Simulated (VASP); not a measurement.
Ir, 1 atom in the cell. The typed cell holds 1 atom: a = 2.739 Å, b = 2.744 Å, c = 2.743 Å, α = 59.29°, β = 60.50°, γ = 59.33°. 

| Item | Value |
| --- | --- |
| Program | VASP 6.6.1 |
| Task | single point |
| Functional | PBE |
| Potentials or basis | VASP PAW PBE potentials, release 64 (Ir) |
| Cutoff | 500 eV |
| k mesh | 7 × 7 × 7 |
| Occupations | methfessel-paxton, width 0.15 eV |
| Spin | no spin polarisation |
| Dipole correction | no |
| Further INCAR settings | ALGO = Normal; EDIFF = 1e-06; NBANDS = 10 |

Potentials or basis: VASP PAW PBE potentials, release 64 (Ir).

Launch:

```bash
$ cat potpaw_PBE.64/Ir/POTCAR > POTCAR
$ mpirun -np 1 vasp_std > vasp.out
```

Hardware: 1 thread of Intel(R) Xeon(R) 6975P-C (Granite Rapids) (shared host).

**Question.** Estimate the wall time of this run.

**Answer.** Run time: 7.9 s on 1 thread of Intel(R) Xeon(R) 6975P-C (Granite Rapids), on a shared host, peak memory 0.14 GiB. Counts: scf iterations 11, k points 172.
